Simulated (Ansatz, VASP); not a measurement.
SnPt2Se3: VASP beside Ansatz

```
Sn Pt Se
1.0
     5.44634    0.00000    0.00000
    -2.72317    4.71667    0.00000
     0.00000    0.00000    6.97712
Sn Pt Se
1 2 3
Direct
  0.00000 0.00000 0.00000
  0.00000 0.00000 0.71618
  0.00000 0.00000 0.28382
  0.00000 0.00000 0.50000
  0.33333 0.66667 0.50000
  0.66667 0.33333 0.50000
```

Alike in both runs: task single point; functional PBE; k mesh 6 × 6 × 4; occupations gaussian, width 0.1 eV; no spin polarisation.

```csv
,VASP,Ansatz
version,VASP 6.6.1,Ansatz 0.2.0
potentials or method,"VASP PAW PBE potentials, release 64 (Sn_d, Pt, Se), cutoff 520 eV","scalar-relativistic, plane waves, PAW"
valence electrons in the cell,52,98
```

Ansatz gave:

```
gap on the k mesh at the Fermi level (eV) : none
rms of the force components (eV/Å)        : 25.687
```

Estimate VASP's values.

gap on the k mesh at the Fermi level (eV): none; rms of the force components (eV/Å): 22.249.

Atom by atom the forces differ by 3.438 eV/Å (rms over components). A gap of «none» marks a metal or a gap that the smearing closes. With one functional, cell and mesh, what is left measures potentials, basis and numerics. VASP's potentials hold 52 valence electrons a cell and Ansatz's 98, so a difference there can come from the potentials and not from the codes.

Spin-orbit coupling is off throughout.
